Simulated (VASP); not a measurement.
Crystal: O.

```
O
1.0
     1.77559    0.00000    0.00000
     0.00000    1.77559    0.00000
     0.00000    0.00000    3.05305
O
1
Direct
  0.00000 0.00000 0.00000
```

| Quantity | Value |
| --- | --- |
| Program | VASP 6.6.1 |
| Task | relaxation of cell and atoms |
| Functional | BLYP |
| Dispersion | D3(BJ) |
| Potentials or basis | VASP PAW PBE potentials, release 64 (O) |
| Cutoff | 600 eV |
| k mesh | 12 × 12 × 7 |
| Occupations | methfessel-paxton, width 0.1 eV |
| Spin | no spin polarisation |

At the start: pressure 11.4 GPa; volume 9.63 Å³/atom.

Question: Where does the relaxation end?

Answer: Over 7 steps the energy falls by 24.7 meV/atom and the volume is 10.39 Å³/atom (+7.9 %); space group P4/mmm (No. 123, to 0.05 Å).

The path:
| step | energy change (eV) | largest force (eV/Å) | pressure (GPa) | volume (Å³) |
| --- | --- | --- | --- | --- |
| 1 | 0.0000 | 0.0000 | 11.39 | 9.63 |
| 2 | -0.0108 | 0.0000 | -5.69 | 10.60 |
| 3 | -0.0239 | 0.0000 | 0.28 | 10.15 |
| 4 | -0.0239 | 0.0000 | 0.43 | 10.14 |
| 5 | -0.0240 | 0.0000 | 0.42 | 10.16 |
| 6 | -0.0243 | 0.0000 | 0.32 | 10.24 |
| 7 | -0.0247 | 0.0000 | 0.14 | 10.39 |

Final structure:
```
O
1.0
     1.82132    0.00000    0.00000
     0.00000    1.82132    0.00000
     0.00000    0.00000    3.13109
O
1
Direct
  0.00000 0.00000 0.00000
```

Caveat: the PAW data sets were made with another functional, which shifts forces and pressure a little; pairwise dispersion overbinds metals, which lowers pressure and volume.
